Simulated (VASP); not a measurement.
The system is K2RbYF6.

```xyz
10
Lattice="0.0000 4.7516 4.7516 4.7516 0.0000 4.7516 4.7516 4.7516 0.0000" Properties=species:S:1:pos:R:3 pbc="T T T"
K     7.1273    7.1273    7.1273
K     2.3758    2.3758    2.3758
Rb    4.7516    4.7516    4.7516
Y     0.0000    0.0000    0.0000
F     2.1482    4.7516    4.6016
F     4.9016    4.7516    2.1482
F     7.3550    4.7516    4.9016
F     4.7516    2.1482    4.7516
F     4.7516    7.3550    4.7516
F     4.6016    4.7516    7.3550
```

This cell differs from its parent crystal: mode 1 (-110.5 1/cm) frozen in at 0.15 Å.

- Program: VASP 6.6.1
- Task: relaxation of cell and atoms
- Functional: PBEsol
- Potentials or basis: VASP PAW PBE potentials, release 64 (K_sv, Rb_sv, Y_sv, F)
- Cutoff: 600 eV
- k mesh: 4 × 4 × 4
- Occupations: gaussian, width 0.05 eV
- Spin: no spin polarisation

At the start: pressure -0.3 GPa; volume 21.46 Å³/atom.

Q: Where does the relaxation end?

A: Over 34 steps the energy falls by 62.9 meV/atom and the volume is 19.71 Å³/atom (-8.1 %); space group I4/m (No. 87, to 0.05 Å).

The path:
```tsv
step	energy change (eV)	largest force (eV/Å)	pressure (GPa)	volume (Å³)
1	0.0000	0.1307	-0.28	214.56
2	-0.0041	0.1342	0.00	213.41
3	-0.0056	0.1868	0.34	212.05
4	-0.0077	0.1897	0.36	211.86
5	-0.0142	0.1985	0.41	211.27
6	-0.0279	0.2156	0.52	210.10
7	-0.0575	0.2450	0.73	207.77
8	-0.1245	0.2999	1.08	203.17
9	-0.2601	0.7137	1.59	194.16
10	-0.0318	1.8313	2.74	176.91
11	-0.2812	0.8719	1.86	190.93
12	-0.2858	1.2711	2.16	184.53
13	-0.2977	1.0701	2.02	187.62
14	-0.3006	1.0758	2.01	187.50
15	-0.3087	1.0927	1.99	187.11
16	-0.3217	1.1271	1.94	186.34
17	-0.3333	1.1976	1.83	184.80
18	-0.3485	1.1551	1.78	185.02
19	-0.3913	1.0294	1.62	185.70
20	-0.4640	0.7860	1.31	187.06
21	-0.5618	0.3870	0.80	189.81
22	-0.5869	0.5329	0.15	195.37
23	-0.6022	0.2877	0.33	193.33
24	-0.6129	0.2225	0.24	193.89
25	-0.6227	0.0728	0.07	195.13
26	-0.6246	0.0479	0.10	195.37
27	-0.6275	0.0725	0.21	196.10
28	-0.6286	0.0207	-0.02	197.00
29	-0.6286	0.0233	-0.05	197.15
30	-0.6288	0.0157	-0.03	197.15
31	-0.6289	0.0100	0.00	197.16
32	-0.6289	0.0098	0.00	197.16
33	-0.6289	0.0089	0.00	197.15
34	-0.6290	0.0072	0.01	197.11
```

Final structure:
```
K Rb Y F
1.0
     0.00000    4.73662    4.56149
     4.56149    0.00000    4.56149
     4.56149    4.73662    0.00000
K Rb Y F
2 1 1 6
Direct
  0.75000 0.75000 0.75000
  0.25000 0.25000 0.25000
  0.50000 0.50000 0.50000
  0.00000 0.00000 0.00000
  0.68854 0.12313 0.31146
  0.12313 0.31146 0.87687
  0.31146 0.87687 0.68854
  0.22692 0.77308 0.22692
  0.77308 0.22692 0.77308
  0.87687 0.68854 0.12313
```

Caveat: the cell differs from its parent crystal (mode 1 (-110.5 1/cm) frozen in at 0.15 Å); the PAW data sets were made with another functional, which shifts forces and pressure a little.
